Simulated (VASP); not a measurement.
# TePb (Fm-3m) in VASP: a series of runs

Runs on TePb. Level: LDA. Tasks: single point.

All numbers are computed with VASP 6.6.1; they aren't measurements. Logs are shortened: lines on timing, memory, paths and dates and some standing lists are left out, and cuts for length are marked.

## (1) The cell of the first run

Symmetry: Fm-3m, No. 225, cubic system. Conventional cell: a = 6.462 Å, b = 6.462 Å, c = 6.462 Å, α = 90.00°, β = 90.00°, γ = 90.00°. Pb (site symmetry m-3m) has 6 Te at 3.23 Å within 4.3 Å. Within 4.3 Å of Te (site symmetry m-3m) lie 6 Pb at 3.23 Å.

## (2) Single point, LDA, collinear spin, ferromagnetic start

File INCAR:

```
SYSTEM = TePb
PREC = Accurate
ENCUT = 520
EDIFF = 1E-7
ISMEAR = 1
SIGMA = 0.1
LREAL = .FALSE.
LASPH = .TRUE.
NELM = 150
ALGO = Normal
ISIF = 2
LWAVE = .FALSE.
LCHARG = .FALSE.
ISPIN = 2
MAGMOM = 0.01 0
LORBIT = 11
GGA = CA
NBANDS = 21
```

File KPOINTS:

```
Automatic mesh
0
G
  7 7 7
  0 0 0
```

File POSCAR:

```
TePb
1.0
    0.0000000000      3.2310000000      3.2310000000
    3.2310000000      0.0000000000      3.2310000000
    3.2310000000      3.2310000000      0.0000000000
Pb Te
1 1
Direct
    0.0000000000      0.0000000000      0.0000000000
    0.5000000000      0.5000000000      0.5000000000
```

Potentials or basis: VASP PAW LDA potentials, release 64 (Pb_d, Te).

The run is started by

```console
$ cat potpaw_LDA.64/Pb_d/POTCAR potpaw_LDA.64/Te/POTCAR > POTCAR
$ mpirun -np 1 vasp_std > vasp.out
```

OUTCAR:

```text
SYSTEM = TePb
   PREC = Accurate
   ENCUT = 520
   EDIFF = 1E-7
   ISMEAR = 1
   LREAL = .FALSE.
   LASPH = .TRUE.
   NELM = 150
   ISIF = 2
   ISPIN = 2
   LORBIT = 11
   GGA = CA

 ion  position               nearest neighbor table
   1  0.000  0.000  0.000-   2 3.23   2 3.23   2 3.23   2 3.23   2 3.23   2 3.23
   2  0.500  0.500  0.500-   1 3.23   1 3.23   1 3.23   1 3.23   1 3.23   1 3.23

  LATTYP: Found a face centered cubic cell.
 ALAT       =     6.4620000000

  Lattice vectors:

 A1 = (   0.0000000000,   3.2310000000,   3.2310000000)
 A2 = (   3.2310000000,   0.0000000000,   3.2310000000)
 A3 = (   3.2310000000,   3.2310000000,   0.0000000000)

Analysis of symmetry for initial positions (statically):
=====================================================================
 Subroutine PRICEL returns:
 Original cell was already a primitive cell.

 Routine SETGRP: Setting up the symmetry group for a
 face centered cubic supercell.

 Subroutine GETGRP returns: Found 48 space group operations
[... 9 lines left out ...]

 Routine SETGRP: Setting up the symmetry group for a
 face centered cubic supercell.

 Subroutine GETGRP returns: Found 48 space group operations
 (whereof 48 operations were pure point group operations)
 out of a pool of 48 trial point group operations.

The dynamic configuration has the point symmetry O_h .

Analysis of structural, dynamic, and magnetic symmetry:
=====================================================================
 Subroutine PRICEL returns:
 Original cell was already a primitive cell.

 Routine SETGRP: Setting up the symmetry group for a
 face centered cubic supercell.

 Subroutine GETGRP returns: Found 48 space group operations
 (whereof 48 operations were pure point group operations)
 out of a pool of 48 trial point group operations.

The overall configuration has the point symmetry O_h .

 Subroutine INISYM returns: Found 48 space group operations
[... 5 lines left out ...]
                                     Primitive cell

  volume of cell :      67.4592

  direct lattice vectors                    reciprocal lattice vectors
     0.000000000  3.231000000  3.231000000    -0.154750851  0.154750851  0.154750851
     3.231000000  0.000000000  3.231000000     0.154750851 -0.154750851  0.154750851
     3.231000000  3.231000000  0.000000000     0.154750851  0.154750851 -0.154750851

  length of vectors
     4.569324020  4.569324020  4.569324020     0.268036337  0.268036337  0.268036337

  position of ions in fractional coordinates (direct lattice)
     0.000000000  0.000000000  0.000000000
     0.500000000  0.500000000  0.500000000

  ion indices of the primitive-cell ions
   primitive index   ion index
                 1           1
                 2           2

----------------------------------------------------------------------------------------

 KPOINTS: Automatic mesh

Automatic generation of k-mesh.
 Grid dimensions read from file:
 generate k-points for:    7    7    7

 Generating k-lattice:

  Cartesian coordinates                     Fractional coordinates (reciprocal lattice)
    -0.022107264  0.022107264  0.022107264     0.142857143  0.000000000  0.000000000
     0.022107264 -0.022107264  0.022107264     0.000000000  0.142857143  0.000000000
     0.022107264  0.022107264 -0.022107264     0.000000000  0.000000000  0.142857143

  Length of vectors
     0.038290905  0.038290905  0.038290905

  Shift w.r.t. Gamma in fractional coordinates (k-lattice)
     0.000000000  0.000000000  0.000000000

 Subroutine IBZKPT returns following result:
 ===========================================

 Found     20 irreducible k-points:

 Following reciprocal coordinates:
            Coordinates               Weight
  0.000000  0.000000  0.000000      1.000000
  0.142857  0.000000  0.000000      8.000000
  0.285714  0.000000  0.000000      8.000000
  0.428571  0.000000  0.000000      8.000000
  0.142857  0.142857  0.000000      6.000000
  0.285714  0.142857  0.000000     24.000000
[... 12 lines left out ...]
 -0.428571  0.428571  0.142857     24.000000
 -0.285714  0.428571  0.142857     24.000000
   k-points           NKPTS =     20   k-points in BZ     NKDIM =     20   number of bands    NBANDS=     21
   number of dos      NEDOS =    301   number of ions     NIONS =      2
   total plane-waves  NPLWV =  46656
   dimension x,y,z NGX =    36 NGY =   36 NGZ =   36
   dimension x,y,z NGXF=    72 NGYF=   72 NGZF=   72
   ions per type =               1   1
   NGX,Y,Z   is equivalent  to a cutoff of  13.10, 13.10, 13.10 a.u.
   NGXF,Y,Z  is equivalent  to a cutoff of  26.20, 26.20, 26.20 a.u.
 SYSTEM =  TePb
   PREC   = accura    normal or accurate (medium, high low for compatibility)
   ISTART =      0    job   : 0-new  1-cont  2-samecut
   ICHARG =      2    charge: 1-file 2-atom 10-const
   ISPIN  =      2    spin polarized calculation?
   LNONCOLLINEAR =      F non collinear calculations
   LSORBIT =      F    spin-orbit coupling
   LASPH  =      T    aspherical Exc in radial PAW
   ENCUT  =  520.0 eV  38.22 Ry    6.18 a.u.   8.50  8.50  8.50*2*pi/ulx,y,z
   NELM   =    150;   NELMIN=  2; NELMDL= -5     # of ELM steps
   EDIFF  = 0.1E-06   stopping-criterion for ELM
   LREAL  =      F    real-space projection
   EDIFFG = 0.1E-05   stopping-criterion for IOM
   NSW    =      0    number of steps for IOM
   IBRION =     -1    ionic relax: 0-MD 1-quasi-New 2-CG
   NFREE  =      0    steps in history (QN), initial steepest desc. (CG)
   ISIF   =      2    stress and relaxation
   ISYM   =      2    0-nonsym 1-usesym 2-fastsym
   POTIM  = 0.5000    time-step for ionic-motion
   TEBEG  =    0.0;   TEEND  =   0.0 temperature during run
   PSTRESS=    0.0 pullay stress
   NELECT =      20.0000    total number of electrons
   NUPDOWN=      -1.0000    fix difference up-down
   EMIN   =  10.00;   EMAX   =-10.00  energy-range for DOS
   EFERMI =   0.00;   METHOD = LEGACY
   ISMEAR =     1;   SIGMA  =   0.10  broadening in eV -4-tet -1-fermi 0-gaus
   EFERMI_NEDOS =   21; number of points for ismear=-14 and -15
   IALGO  =     38    algorithm
   IMIX   =      4    mixing-type and parameters
     AMIX     =   0.40;   BMIX     =  1.00
     AMIX_MAG =   1.60;   BMIX_MAG =  1.00
  volume/ion in A,a.u.               =      33.73       227.62
  Fermi-wavevector in a.u.,A,eV,Ry     =   1.091619  2.062861 16.213147  1.191633
  Thomas-Fermi vector in A             =   2.227868
   LORBIT       =     11    0 simple, 1 ext, 2 COOP (PROOUT), +10 PAW based schemes
   GGA     = CA    functional components
   LHFCALC =     F    Hartree Fock is set to
   AEXX    =    0.0000 exact exchange contribution
   IVDW    =     0    specifies the selected vdW correction
   LEPSILON=     F    determine dielectric tensor
   LRPA    =     F    only Hartree local field effects (RPA)
 spin polarized calculation
 Methfessel and Paxton  Order N= 1 SIGMA  =   0.10
  energy-cutoff  :      520.00
  volume of cell :       67.46
 maximum number of plane-waves:      1837
 NGX is ok and might be reduce to    36
   NGX = 17   NGY = 17   NGZ = 17

 number of electron      20.0000003 magnetization      -0.0000413

 number of electron      20.0000003 magnetization       0.0000099

 Free energy of the ion-electron system (eV)
  ---------------------------------------------------
  ext. energy  EPLUGINS =         0.00000000
  ---------------------------------------------------
  free energy    TOTEN  =        -8.76414934 eV

  energy without entropy =       -8.76462075  energy(sigma->0) =       -8.76430648

 E-fermi :   5.3615     XC(G=0):  -9.5750

 val. band max:        5.2959546664   @ k =   0.4286   0.0000   0.0000
 cond. band min:       6.2291762984   @ k =   0.4286   0.0000   0.0000
 fundamental gap:      0.9332216319
 Fermi energy:         5.3615460326

 spin component 1

 k-point     1 :       0.0000    0.0000    0.0000
  band No.  band energies     occupation
      1     -11.2533      1.00000
      2     -11.2533      1.00000
      3     -11.2395      1.00000
      4     -11.2395      1.00000
      5     -11.2395      1.00000
      6      -6.6420      1.00000
[... 13 lines left out ...]
     20      13.4026      0.00000
     21      23.8554      0.00000

 k-point     2 :       0.1429    0.0000    0.0000
  band No.  band energies     occupation
      1     -11.2557      1.00000
      2     -11.2557      1.00000
      3     -11.2390      1.00000
      4     -11.2367      1.00000
      5     -11.2367      1.00000
      6      -6.4678      1.00000
[... 13 lines left out ...]
     20      14.4424      0.00000
     21      21.8005      0.00000
[... 390 lines left out ...]
      4     -11.2207      1.00000
      5     -11.2143      1.00000
      6      -4.9700      1.00000
[... 13 lines left out ...]
     20      18.0213      0.00000
     21      18.7371      0.00000

 k-point    20 :      -0.2857    0.4286    0.1429
  band No.  band energies     occupation
      1     -11.2966      1.00000
      2     -11.2553      1.00000
      3     -11.2351      1.00000
      4     -11.2278      1.00000
      5     -11.2144      1.00000
      6      -4.8396      1.00000
[... 13 lines left out ...]
     20      18.1536      0.00000
     21      19.9908      0.00000
 Fermi energy:         5.3615460326

 spin component 2

 k-point     1 :       0.0000    0.0000    0.0000
  band No.  band energies     occupation
      1     -11.2533      1.00000
      2     -11.2533      1.00000
      3     -11.2395      1.00000
      4     -11.2395      1.00000
      5     -11.2395      1.00000
      6      -6.6420      1.00000
[... 13 lines left out ...]
     20      13.4026      0.00000
     21      23.8554      0.00000

 k-point     2 :       0.1429    0.0000    0.0000
  band No.  band energies     occupation
      1     -11.2557      1.00000
      2     -11.2557      1.00000
      3     -11.2390      1.00000
      4     -11.2367      1.00000
      5     -11.2367      1.00000
      6      -6.4678      1.00000
[... 13 lines left out ...]
     20      14.4424      0.00000
     21      21.8007      0.00000
[... 391 lines left out ...]
      5     -11.2143      1.00000
      6      -4.9700      1.00000
[... 13 lines left out ...]
     20      18.0213      0.00000
     21      18.7371      0.00000

 k-point    20 :      -0.2857    0.4286    0.1429
  band No.  band energies     occupation
      1     -11.2966      1.00000
      2     -11.2553      1.00000
      3     -11.2351      1.00000
      4     -11.2277      1.00000
      5     -11.2144      1.00000
      6      -4.8396      1.00000
[... 13 lines left out ...]
     20      18.1536      0.00000
     21      19.9908      0.00000

------------------------ aborting loop because EDIFF is reached ----------------------------------------

  FORCE on cell =-STRESS in cart. coord.  units (eV):
  Direction    XX          YY          ZZ          XY          YZ          ZX
  --------------------------------------------------------------------------------------
  -------------------------------------------------------------------------------------
  Total       -0.7061988     -0.7061988     -0.7061988     -0.0000000      0.0000000     -0.0000000
  in kB      -16.7724574    -16.7724574    -16.7724574     -0.0000000      0.0000000     -0.0000000
  external PRESSURE =     -16.7724574 kB  Pullay stress =       0.0000000 kB

 VOLUME and BASIS-vectors are now :
 -----------------------------------------------------------------------------
  energy-cutoff  :      520.00
  volume of cell :       67.46
      direct lattice vectors                 reciprocal lattice vectors
     0.000000000  3.231000000  3.231000000    -0.154750851  0.154750851  0.154750851
     3.231000000  0.000000000  3.231000000     0.154750851 -0.154750851  0.154750851
     3.231000000  3.231000000  0.000000000     0.154750851  0.154750851 -0.154750851

 POSITION                                       TOTAL-FORCE (eV/Angst)
 -----------------------------------------------------------------------------------
      0.00000      0.00000      0.00000        -0.000000      0.000000      0.000000
      3.23100      3.23100      3.23100         0.000000      0.000000     -0.000000
 -----------------------------------------------------------------------------------
    total drift:                               -0.000000      0.000000      0.000000

  FREE ENERGIE OF THE ION-ELECTRON SYSTEM (eV)
  ---------------------------------------------------
  free  energy   TOTEN  =        -8.7641493433 eV

  energy  without entropy=       -8.7646207459  energy(sigma->0) =       -8.76430648

 total charge

# of ion       s       p       d       tot
------------------------------------------
    1        1.455   0.597   9.828  11.880
    2        1.383   1.993   0.019   3.395
--------------------------------------------------
tot          2.838   2.589   9.847  15.275

 magnetization (x)

# of ion       s       p       d       tot
------------------------------------------
    1       -0.000  -0.000   0.000  -0.000
    2        0.000   0.000  -0.000   0.000
--------------------------------------------------
tot          0.000   0.000   0.000   0.000
```

It took 89 s on 1 thread of Intel Xeon 8259CL, shared host; peak memory 0.21 GiB.

What came out:

| Item | Value |
| --- | --- |
| Free energy | -8.7641 eV |
| Pressure | -1.7 GPa |
| Net moment | 0.00 μB per cell |
| Valence electrons inside the program's atomic spheres | Pb 11.88; Te 3.40 |

Caveat: this odd mesh misses L, where the gap lies, so gap, dielectric constants and Born charges aren't listed; spin-orbit coupling is left out, which moves the levels of the heavy elements.

## (3) Single point, LDA, collinear spin, ferromagnetic start (volume scaled by 1.02)

File INCAR:

```
ALGO = Normal
EDIFF = 1E-6
ENCUT = 520
ISIF = 2
ISMEAR = 1
ISPIN = 2
LASPH = True
LCHARG = False
LORBIT = 11
LREAL = False
LWAVE = False
MAGMOM = 0.01 0
NBANDS = 21
NELM = 150
PREC = Accurate
SIGMA = 0.1
```

File KPOINTS:

```
k-points
0
Gamma
  7 7 7
```

File POSCAR:

```
TePb
1.0
    0.0000000000      3.2523979746      3.2523979746
    3.2523979746      0.0000000000      3.2523979746
    3.2523979746      3.2523979746      0.0000000000
Pb Te
1 1
Direct
    0.0000000000      0.0000000000      0.0000000000
    0.5000000000      0.5000000000      0.5000000000
```

Potentials or basis: VASP PAW LDA potentials, release 64 (Pb_d, Te).

The run is started by

```console
$ cat potpaw_LDA.64/Pb_d/POTCAR potpaw_LDA.64/Te/POTCAR > POTCAR
$ mpirun -np 1 vasp_std > vasp.out
```

Run time: 84 s. Hardware: 1 thread of Intel Xeon 8259CL, shared host; peak memory 0.21 GiB.

Results (log left out):

```
Free energy                                           : -8.7471 eV
Pressure                                              : -2.4 GPa
Net moment                                            : 0.00 μB per cell
Valence electrons inside the program's atomic spheres : Pb 11.87; Te 3.39
```

Levels at points of the mesh, in eV from the Fermi level:
Spin up:
```tsv
k point	band 8	band 9	band 10	band 11	band 12	band 13
(0.00, 0.00, 0.00)	-1.21	-1.21	-1.21	4.02	4.02	4.02
```
Spin down:
| k point | band 7 | band 8 | band 9 | band 10 | band 11 | band 12 | band 13 | band 14 |
| --- | --- | --- | --- | --- | --- | --- | --- | --- |
| (0.00, 0.00, 0.00) | -5.67 | -1.21 | -1.21 | -1.21 | 4.02 | 4.02 | 4.02 | 5.88 |

Caveat: this odd mesh misses L, where the gap lies, so gap, dielectric constants and Born charges aren't listed; spin-orbit coupling is left out, which moves the levels of the heavy elements.

## (4) Single point, LDA, collinear spin, ferromagnetic start (volume scaled by 1.04)

File INCAR:

```
SYSTEM = TePb
ALGO = Normal
EDIFF = 1E-6
ENCUT = 520
GGA = CA
ISIF = 2
ISMEAR = 1
ISPIN = 2
LASPH = .TRUE.
LCHARG = .TRUE.
LELF = .TRUE.
LORBIT = 11
LREAL = .FALSE.
LVHAR = .TRUE.
LWAVE = .FALSE.
MAGMOM = 0.01 0
NBANDS = 21
NELM = 150
PREC = Accurate
SIGMA = 0.1
```

File KPOINTS:

```
k-points
0
G
  7 7 7
  0 0 0
```

File POSCAR:

```
TePb
1.0
    0.0000000000      3.2735180337      3.2735180337
    3.2735180337      0.0000000000      3.2735180337
    3.2735180337      3.2735180337      0.0000000000
Pb Te
1 1
Direct
    0.0000000000      0.0000000000      0.0000000000
    0.5000000000      0.5000000000      0.5000000000
```

The run is started by

```console
$ cat potpaw_LDA.64/Pb_d/POTCAR potpaw_LDA.64/Te/POTCAR > POTCAR
$ mpirun -np 1 vasp_std > vasp.out
```

Run time: 93 s. Hardware: 1 thread of Intel Xeon 8259CL, shared host; peak memory 0.21 GiB.

Results (log left out):

| Item | Value |
| --- | --- |
| Free energy | -8.7238 eV |
| Pressure | -3.1 GPa |
| Net moment | 0.00 μB per cell |
| Valence electrons inside the program's atomic spheres | Pb 11.86; Te 3.38 |

Levels at points of the mesh, in eV from the Fermi level:
Spin up:
```
           k point  band 6  band 7  band 8  band 9  band 10  band 11  band 12  band 13  band 14  band 15
(0.00, 0.00, 0.00)  -11.68   -5.71   -1.14   -1.14    -1.14     4.00     4.00     4.00     5.92     5.92
```
Spin down:
| k point | band 8 | band 9 | band 10 | band 11 | band 12 | band 13 |
| --- | --- | --- | --- | --- | --- | --- |
| (0.00, 0.00, 0.00) | -1.14 | -1.14 | -1.14 | 4.00 | 4.00 | 4.00 |

Caveat: this odd mesh misses L, where the gap lies, so gap, dielectric constants and Born charges aren't listed; spin-orbit coupling is left out, which moves the levels of the heavy elements.

## (5) The runs side by side

```csv
cell,pressure (GPa),moment (μB)
"a = 4.569 Å, angles 60.0°, 2 atoms",-1.7,0.00
"a = 4.600 Å, angles 60.0°, 2 atoms",-2.4,0.00
"a = 4.629 Å, angles 60.0°, 2 atoms",-3.1,0.00
```

Alike in all rows: task single point; level LDA; potentials or basis VASP PAW LDA potentials, release 64 (Pb_d, Te); spin collinear, ferromagnetic start; k mesh 7 × 7 × 7; cutoff (eV) 520; smearing methfessel-paxton 0.1 eV.

Caveats: spin-orbit coupling is left out, which moves the levels of the heavy elements.

Absolute energies hang on the potentials; compare differences alone.
